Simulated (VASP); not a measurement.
Here is a VASP 6.6.1 calculation.

Contents of INCAR:

```
PREC = Accurate
ENCUT = 520
EDIFF = 1E-6
ISMEAR = 0
SIGMA = 0.05
LREAL = False
LASPH = True
NELM = 100
ALGO = Normal
ISIF = 2
LWAVE = False
LCHARG = False
GGA = PE
IVDW = 12
NBANDS = 35
```

KPOINTS

```
Automatic mesh
0
Gamma
  12 12 4
```

Contents of POSCAR:

```
SnO2
1.0
    3.1845270180      0.0000000000      0.0000000000
   -1.5922635090      2.7578812966      0.0000000000
    0.0000000000      0.0000000000     10.2472985135
Sn O
2 4
Direct
    0.0000000000      0.0000000000      0.5000000000
    0.0000000000      0.0000000000      0.0000000000
    0.6666666667      0.3333333333      0.4017901351
    0.6666666667      0.3333333333      0.0982098649
    0.3333333333      0.6666666667      0.5982098649
    0.3333333333      0.6666666667      0.9017901351
```

Potentials or basis: VASP PAW PBE potentials, release 64 (Sn_d, O).

The run is started by

```sh
$ cat potpaw_PBE.64/Sn_d/POTCAR potpaw_PBE.64/O/POTCAR > POTCAR
$ mpirun -np 1 vasp_std > vasp.out
```

**Question.** Estimate the largest force.

**Answer.** 0.343 eV/Å.

**Question.** Estimate the band gap on the k mesh.

**Answer.** 2.21 eV (least direct gap 2.62 eV).

Stress tensor (GPa, compression positive):
```
5.14 0.00 0.00
0.00 5.14 0.00
0.00 0.00 2.41
```

Caveat: the cell stands under pressure; spin-orbit coupling is left out, which moves the levels of the heavy elements. A k mesh can miss the band edges.
